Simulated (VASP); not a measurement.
# YbBi (P-6m2) in VASP: further runs

The runs below take YbBi through single point, with PBE+U.

Everything below comes from runs of VASP 6.6.1. Logs are shortened: lines on timing, memory, paths and dates and some standing lists are left out, and cuts for length are marked.

### 1 The cell of the first run

The structure is hexagonal, space group P-6m2 (No. 187). Conventional cell: a = 4.145 Å, b = 4.145 Å, c = 4.690 Å, α = 90.00°, β = 90.00°, γ = 120.00°. Yb (site symmetry -6m2) has 6 Bi at 3.35 Å and 6 Yb at 4.14 Å within 4.4 Å. Within 4.4 Å of Bi (site symmetry -6m2) lie 6 Yb at 3.35 Å and 6 Bi at 4.14 Å.

### 2 Single point, PBE+U, collinear spin, zero start (34.89 Å³/atom)

The input, INCAR:

```
PREC = Accurate
ENCUT = 520
EDIFF = 1E-6
ISMEAR = 0
SIGMA = 0.05
LREAL = F
LASPH = T
NELM = 150
ALGO = Normal
ISIF = 2
LWAVE = F
LCHARG = F
ISPIN = 2
MAGMOM = 0 0
LORBIT = 11
LMAXMIX = 6
LDAU = T
LDAUTYPE = 2
LDAUL = 3 -1
LDAUU = 6 0
LDAUJ = 0 0
LDAUPRINT = 1
GGA = PE
NBANDS = 30
```

The input, KPOINTS:

```
regular mesh
0
Gamma
  8 8 8
```

The input, POSCAR:

```
YbBi
1.0
    4.1449616751      0.0000000000      0.0000000000
   -2.0724808375      3.5896421083      0.0000000000
    0.0000000000      0.0000000000      4.6897829669
Yb Bi
1 1
Direct
    0.0000000000      0.0000000000      0.0000000000
    0.6666666667      0.3333333333      0.5000000000
```

Potentials or basis: VASP PAW PBE potentials, release 64 (Yb, Bi_d).

Started as:

```
$ cat potpaw_PBE.64/Yb/POTCAR potpaw_PBE.64/Bi_d/POTCAR > POTCAR
$ mpirun -np 1 vasp_std > vasp.out
```

OUTCAR:

```text
PREC = Accurate
   ENCUT = 520
   EDIFF = 1E-6
   ISMEAR = 0
   LREAL = F
   LASPH = T
   NELM = 150
   ISIF = 2
   ISPIN = 2
   LORBIT = 11
   GGA = PE

 ion  position               nearest neighbor table
   1  0.000  0.000  0.000-   2 3.35   2 3.35   2 3.35   2 3.35   2 3.35   2 3.35
   2  0.667  0.333  0.500-   1 3.35   1 3.35   1 3.35   1 3.35   1 3.35   1 3.35

  LATTYP: Found a hexagonal cell.
 ALAT       =     4.1449616751
 C/A-ratio  =     1.1314418165

  Lattice vectors:

 A1 = (   4.1449616751,   0.0000000000,   0.0000000000)
 A2 = (  -2.0724808375,   3.5896421083,   0.0000000000)
 A3 = (   0.0000000000,   0.0000000000,   4.6897829669)

Analysis of symmetry for initial positions (statically):
=====================================================================
 Subroutine PRICEL returns:
 Original cell was already a primitive cell.

 Routine SETGRP: Setting up the symmetry group for a
 hexagonal supercell.

 Subroutine GETGRP returns: Found 12 space group operations
 (whereof 12 operations were pure point group operations)
 out of a pool of 24 trial point group operations.

The static configuration has the point symmetry D_3h.

Analysis of symmetry for dynamics (positions and initial velocities):
=====================================================================
 Subroutine PRICEL returns:
 Original cell was already a primitive cell.

 Routine SETGRP: Setting up the symmetry group for a
 hexagonal supercell.

 Subroutine GETGRP returns: Found 12 space group operations
 (whereof 12 operations were pure point group operations)
 out of a pool of 24 trial point group operations.

The dynamic configuration has the point symmetry D_3h.

Analysis of structural, dynamic, and magnetic symmetry:
=====================================================================
 Subroutine PRICEL returns:
 Original cell was already a primitive cell.

 Routine SETGRP: Setting up the symmetry group for a
 hexagonal supercell.

 Subroutine GETGRP returns: Found 12 space group operations
 (whereof 12 operations were pure point group operations)
 out of a pool of 24 trial point group operations.

The overall configuration has the point symmetry D_3h.

 Subroutine INISYM returns: Found 12 space group operations
 (whereof 12 operations are pure point group operations),
 and found     1 'primitive' translations

----------------------------------------------------------------------------------------

                                     Primitive cell

  volume of cell :      69.7789

  direct lattice vectors                    reciprocal lattice vectors
     4.144961675  0.000000000  0.000000000     0.241256754  0.139289652  0.000000000
    -2.072480838  3.589642108  0.000000000     0.000000000  0.278579304  0.000000000
     0.000000000  0.000000000  4.689782967     0.000000000  0.000000000  0.213229484

  length of vectors
     4.144961675  4.144961675  4.689782967     0.278579304  0.278579304  0.213229484

  position of ions in fractional coordinates (direct lattice)
     0.000000000  0.000000000  0.000000000
     0.666666667  0.333333333  0.500000000

  ion indices of the primitive-cell ions
   primitive index   ion index
                 1           1
                 2           2

----------------------------------------------------------------------------------------

 KPOINTS: regular mesh

Automatic generation of k-mesh.
 Grid dimensions read from file:
 generate k-points for:    8    8    8

 Generating k-lattice:

  Cartesian coordinates                     Fractional coordinates (reciprocal lattice)
     0.030157094  0.017411206  0.000000000     0.125000000  0.000000000  0.000000000
     0.000000000  0.034822413  0.000000000     0.000000000  0.125000000  0.000000000
[... 63 lines left out ...]
   NFREE  =      0    steps in history (QN), initial steepest desc. (CG)
   ISIF   =      2    stress and relaxation
   ISYM   =      2    0-nonsym 1-usesym 2-fastsym
   POTIM  = 0.5000    time-step for ionic-motion
   TEBEG  =    0.0;   TEEND  =   0.0 temperature during run
   PSTRESS=    0.0 pullay stress
   NELECT =      39.0000    total number of electrons
   NUPDOWN=      -1.0000    fix difference up-down
   EMIN   =  10.00;   EMAX   =-10.00  energy-range for DOS
   EFERMI =   0.00;   METHOD = LEGACY
   ISMEAR =     0;   SIGMA  =   0.05  broadening in eV -4-tet -1-fermi 0-gaus
   EFERMI_NEDOS =   21; number of points for ismear=-14 and -15
   IALGO  =     38    algorithm
   IMIX   =      4    mixing-type and parameters
     AMIX     =   0.40;   BMIX     =  1.00
     AMIX_MAG =   1.60;   BMIX_MAG =  1.00
  volume/ion in A,a.u.               =      34.89       235.45
  Fermi-wavevector in a.u.,A,eV,Ry     =   1.348512  2.548319 24.741994  1.818485
  Thomas-Fermi vector in A             =   2.476175
   LORBIT       =     11    0 simple, 1 ext, 2 COOP (PROOUT), +10 PAW based schemes
 LDA+U is selected, type is set to LDAUTYPE =  2
   angular momentum for each species LDAUL =     3   -1
   U (eV)           for each species LDAUU =   6.0  0.0
   J (eV)           for each species LDAUJ =   0.0  0.0
   GGA     = PE    functional components
   LHFCALC =     F    Hartree Fock is set to
   AEXX    =    0.0000 exact exchange contribution
   IVDW    =     0    specifies the selected vdW correction
   LEPSILON=     F    determine dielectric tensor
   LRPA    =     F    only Hartree local field effects (RPA)
 spin polarized calculation
 Gauss-broadening in eV      SIGMA  =   0.05
  energy-cutoff  :      520.00
  volume of cell :       69.78
 maximum number of plane-waves:      1907
 NGX is ok and might be reduce to    32
   NGX = 15   NGY = 15   NGZ = 17

 number of electron      38.9999995 magnetization       0.0000004

atom =   1  type =  1  l = 3

 onsite density matrix

spin component  1

  0.9891 -0.0000 -0.0000  0.0000 -0.0000 -0.0000  0.0000
 -0.0000  0.9878  0.0000 -0.0000 -0.0000  0.0000 -0.0000
 -0.0000  0.0000  0.9862  0.0000  0.0000 -0.0000  0.0000
  0.0000 -0.0000  0.0000  0.9900 -0.0000 -0.0000 -0.0000
 -0.0000 -0.0000  0.0000 -0.0000  0.9862 -0.0000 -0.0000
 -0.0000  0.0000 -0.0000 -0.0000 -0.0000  0.9878  0.0000
  0.0000 -0.0000  0.0000 -0.0000 -0.0000  0.0000  0.9877

spin component  2

  0.9891 -0.0000 -0.0000  0.0000 -0.0000 -0.0000  0.0000
 -0.0000  0.9878  0.0000 -0.0000 -0.0000  0.0000 -0.0000
 -0.0000  0.0000  0.9862  0.0000  0.0000 -0.0000  0.0000
  0.0000 -0.0000  0.0000  0.9900 -0.0000 -0.0000 -0.0000
 -0.0000 -0.0000  0.0000 -0.0000  0.9862 -0.0000 -0.0000
 -0.0000  0.0000 -0.0000 -0.0000 -0.0000  0.9878  0.0000
  0.0000 -0.0000  0.0000 -0.0000 -0.0000  0.0000  0.9877

 occupancies and eigenvectors

  o =  0.9862  v =  0.0000  0.0000  0.0000  0.0000  0.0000  0.0000  0.0000  0.0000 -0.0000  0.9229  0.0000 -0.3850 -0.0000 -0.0000      0.0000  0.0000  0.0000  0.0000  0.0000  0.0000  0.0000  0.0000  0.0000  0.0000  0.0000  0.0000  0.0000  0.0000
  o =  0.9862  v =  0.0000  0.0000  0.0000  0.0000  0.0000  0.0000  0.0000 -0.0000  0.0000 -0.3850  0.0000 -0.9229 -0.0000 -0.0000      0.0000  0.0000  0.0000  0.0000  0.0000  0.0000  0.0000  0.0000  0.0000  0.0000  0.0000  0.0000  0.0000  0.0000
  o =  0.9862  v =  0.0000  0.0000  0.9229 -0.0000 -0.3850  0.0000 -0.0000  0.0000  0.0000  0.0000  0.0000  0.0000  0.0000  0.0000      0.0000  0.0000  0.0000  0.0000  0.0000  0.0000  0.0000  0.0000  0.0000  0.0000  0.0000  0.0000  0.0000  0.0000
  o =  0.9862  v = -0.0000  0.0000 -0.3850 -0.0000 -0.9229  0.0000 -0.0000  0.0000  0.0000  0.0000  0.0000  0.0000  0.0000  0.0000      0.0000  0.0000  0.0000  0.0000  0.0000  0.0000  0.0000  0.0000  0.0000  0.0000  0.0000  0.0000  0.0000  0.0000
  o =  0.9877  v =  0.0000  0.0000  0.0000  0.0000  0.0000  0.0000  0.0000 -0.0000  0.0000  0.0000  0.0000 -0.0000 -0.0000  1.0000      0.0000  0.0000  0.0000  0.0000  0.0000  0.0000  0.0000  0.0000  0.0000  0.0000  0.0000  0.0000  0.0000  0.0000
  o =  0.9877  v = -0.0000  0.0000  0.0000 -0.0000 -0.0000 -0.0000  1.0000  0.0000  0.0000  0.0000  0.0000  0.0000  0.0000  0.0000      0.0000  0.0000  0.0000  0.0000  0.0000  0.0000  0.0000  0.0000  0.0000  0.0000  0.0000  0.0000  0.0000  0.0000
  o =  0.9878  v =  0.0000  0.0000  0.0000  0.0000  0.0000  0.0000  0.0000  0.0000 -0.0167  0.0000  0.0000 -0.0000  0.9999  0.0000      0.0000  0.0000  0.0000  0.0000  0.0000  0.0000  0.0000  0.0000  0.0000  0.0000  0.0000  0.0000  0.0000  0.0000
  o =  0.9878  v =  0.0000  0.0000  0.0000  0.0000  0.0000  0.0000  0.0000  0.0000  0.9999  0.0000  0.0000  0.0000  0.0167 -0.0000      0.0000  0.0000  0.0000  0.0000  0.0000  0.0000  0.0000  0.0000  0.0000  0.0000  0.0000  0.0000  0.0000  0.0000
  o =  0.9878  v = -0.0000  0.0062  0.0000 -0.0000 -0.0000 -1.0000 -0.0000  0.0000  0.0000  0.0000  0.0000  0.0000  0.0000  0.0000      0.0000  0.0000  0.0000  0.0000  0.0000  0.0000  0.0000  0.0000  0.0000  0.0000  0.0000  0.0000  0.0000  0.0000
  o =  0.9878  v = -0.0000 -1.0000 -0.0000 -0.0000 -0.0000 -0.0062  0.0000  0.0000  0.0000  0.0000  0.0000  0.0000  0.0000  0.0000      0.0000  0.0000  0.0000  0.0000  0.0000  0.0000  0.0000  0.0000  0.0000  0.0000  0.0000  0.0000  0.0000  0.0000
  o =  0.9891  v =  1.0000 -0.0000 -0.0000 -0.0000 -0.0000 -0.0000  0.0000  0.0000  0.0000  0.0000  0.0000  0.0000  0.0000  0.0000      0.0000  0.0000  0.0000  0.0000  0.0000  0.0000  0.0000  0.0000  0.0000  0.0000  0.0000  0.0000  0.0000  0.0000
  o =  0.9891  v =  0.0000  0.0000  0.0000  0.0000  0.0000  0.0000  0.0000  1.0000 -0.0000 -0.0000 -0.0000 -0.0000 -0.0000  0.0000      0.0000  0.0000  0.0000  0.0000  0.0000  0.0000  0.0000  0.0000  0.0000  0.0000  0.0000  0.0000  0.0000  0.0000
  o =  0.9900  v =  0.0000  0.0000  0.0000  0.0000  0.0000  0.0000  0.0000  0.0000 -0.0000 -0.0000  1.0000  0.0000 -0.0000 -0.0000      0.0000  0.0000  0.0000  0.0000  0.0000  0.0000  0.0000  0.0000  0.0000  0.0000  0.0000  0.0000  0.0000  0.0000
  o =  0.9900  v =  0.0000 -0.0000  0.0000  1.0000 -0.0000 -0.0000  0.0000  0.0000  0.0000  0.0000  0.0000  0.0000  0.0000  0.0000      0.0000  0.0000  0.0000  0.0000  0.0000  0.0000  0.0000  0.0000  0.0000  0.0000  0.0000  0.0000  0.0000  0.0000

 number of electron      38.9999995 magnetization      -0.0000015

 Free energy of the ion-electron system (eV)
  ---------------------------------------------------
  ext. energy  EPLUGINS =         0.00000000
  ---------------------------------------------------
  free energy    TOTEN  =        -7.74437043 eV

  energy without entropy =       -7.74323296  energy(sigma->0) =       -7.74380169

 E-fermi :   3.6890     XC(G=0):  -9.4962

 val. band max:        3.6636600619   @ k =   0.5000  -0.0000   0.3750
 cond. band min:       3.7478472684   @ k =   0.3750   0.0000   0.5000
 fundamental gap:      0.0841872065
 Fermi energy:         3.6890011229

 spin component 1

 k-point     1 :       0.0000    0.0000    0.0000
  band No.  band energies     occupation
      1     -46.7063      1.00000
      2     -19.2819      1.00000
      3     -19.2819      1.00000
      4     -19.2224      1.00000
      5     -18.3872      1.00000
      6     -18.3872      1.00000
[... 1577 lines left out ...]
     29      13.1463      0.00000
     30      14.5901      0.00000

 [... further k-points ...]

------------------------ aborting loop because EDIFF is reached ----------------------------------------

  FORCE on cell =-STRESS in cart. coord.  units (eV):
  Direction    XX          YY          ZZ          XY          YZ          ZX
  --------------------------------------------------------------------------------------
  -------------------------------------------------------------------------------------
  Total        0.4668384      0.4668384      0.3269905      0.0000000     -0.0000000      0.0000000
  in kB       10.7189627     10.7189627      7.5079498      0.0000000     -0.0000000      0.0000000
  external PRESSURE =       9.6486251 kB  Pullay stress =       0.0000000 kB

 VOLUME and BASIS-vectors are now :
 -----------------------------------------------------------------------------
  energy-cutoff  :      520.00
  volume of cell :       69.78
      direct lattice vectors                 reciprocal lattice vectors
     4.144961675  0.000000000  0.000000000     0.241256754  0.139289652  0.000000000
    -2.072480838  3.589642108  0.000000000     0.000000000  0.278579304  0.000000000
     0.000000000  0.000000000  4.689782967     0.000000000  0.000000000  0.213229484

 POSITION                                       TOTAL-FORCE (eV/Angst)
 -----------------------------------------------------------------------------------
      0.00000      0.00000      0.00000        -0.000000     -0.000000      0.000000
      2.07248      1.19655      2.34489         0.000000      0.000000      0.000000
 -----------------------------------------------------------------------------------
    total drift:                                0.000000     -0.000000      0.000000

  FREE ENERGIE OF THE ION-ELECTRON SYSTEM (eV)
  ---------------------------------------------------
  free  energy   TOTEN  =        -7.7443704272 eV

  energy  without entropy=       -7.7432329583  energy(sigma->0) =       -7.74380169

 total charge

# of ion       s       p       d       f       tot
--------------------------------------------------
    1        2.124   6.033   0.235  13.820  22.211
    2        1.476   1.522   9.885   0.000  12.882
--------------------------------------------------
tot          3.599   7.554  10.119  13.820  35.093

 magnetization (x)

# of ion       s       p       d       f       tot
--------------------------------------------------
    1        0.000  -0.000  -0.000   0.000  -0.000
    2       -0.000  -0.000  -0.000   0.000  -0.000
--------------------------------------------------
tot          0.000  -0.000  -0.000   0.000  -0.000
```

It took 11 min on 1 thread of Oxide Virtual Turin-like, shared host; peak memory 0.31 GiB.

What came out:

```yaml
Free_energy: -7.7444 eV
Pressure: 1.0 GPa
Net_moment: 0.00 μB per cell
Valence_electrons_inside_the_program's_atomic_spheres: Yb 22.21; Bi 12.88
```

Stress tensor (GPa, compression positive):
```
1.07 0.00 0.00
0.00 1.07 0.00
0.00 0.00 0.75
```

Eigenvalues of the final occupation matrices:
```csv
site,spin,trace,eigenvalues
site 1 f,1,6.91,0.99 0.99 0.99 0.99 0.99 0.99 0.99
site 1 f,2,6.91,0.99 0.99 0.99 0.99 0.99 0.99 0.99
```

Caveat: no moment was typed at the start, so none could form; spin-orbit coupling is left out, which moves the levels of the heavy elements.

(Continued in part 2 of 2.)
